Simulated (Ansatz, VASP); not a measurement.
## C in VASP and in Ansatz

```
C
1.0
     2.45887    0.00000    0.00000
    -1.22943    2.12944    0.00000
     0.00000    0.00000    7.24729
C
4
Direct
  0.00000 0.00000 0.00250
  0.00000 0.00000 0.50250
  0.33333 0.66667 0.00250
  0.66667 0.33333 0.50250
```

Alike in both runs: functional PBEsol; k mesh 14 × 14 × 6; occupations fermi-dirac, width 0.1 eV; no spin polarisation.

Ansatz relaxed the structure, and its values are those at the end. VASP's run is a single point on that final structure, the one shown.

```csv
,VASP,Ansatz
version,VASP 6.6.1,Ansatz 0.2.0
potentials or method,"VASP PAW PBE potentials, release 64 (C)","PAW with Ansatz's default frozen-core files, scalar-relativistic"
plane-wave cutoff (eV),520,420
valence electrons in the cell,16,16
```

Ansatz gave:

```
pressure (GPa) : 0.0
```

Problem. Which values does VASP return?

Solution. Pressure (GPa): 0.6.

VASP's potentials were made for PBE, not for PBEsol. The functional is the same, so the differences come from potentials, cutoffs and numerics.
